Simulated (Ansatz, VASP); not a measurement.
## Two plane-wave programs on NiO

```
Ni O
1.0
     0.00000    2.09932    2.09932
     2.09932    0.00000    2.09932
     2.09932    2.09932    0.00000
Ni O
1 1
Direct
  0.00000 0.00000 0.00000
  0.50000 0.50000 0.50000
```

Alike in both runs: task single point; functional r2SCAN; k mesh 9 × 9 × 9; occupations fermi-dirac, width 0.02 eV; collinear spin.

|  | VASP | Ansatz |
| --- | --- | --- |
| version | VASP 6.6.1 | Ansatz 0.2.0 |
| potentials or method | VASP PAW PBE potentials, release 64 (Ni, O), cutoff 520 eV | PAW, plane waves, scalar-relativistic |
| valence electrons in the cell | 16 | 24 |

Ansatz gave:

```
pressure (GPa)                                                : -1.5
net moment per atom (μB)                                      : 1.00
size of the moment on the site where the two differ most (μB) : 1.67
```

Q: Which values does VASP return?

A: Pressure (GPa): -1.4; net moment per atom (μB): 1.00; size of the moment on the site where the two differ most (μB): 1.69.

VASP's potentials were made for PBE, not for r2SCAN. Site moments also hang on the region over which each program counts them. VASP's potentials hold 16 valence electrons a cell and Ansatz's 24, so a difference there can come from the potentials and not from the codes. Ansatz's warnings: stability check not made.
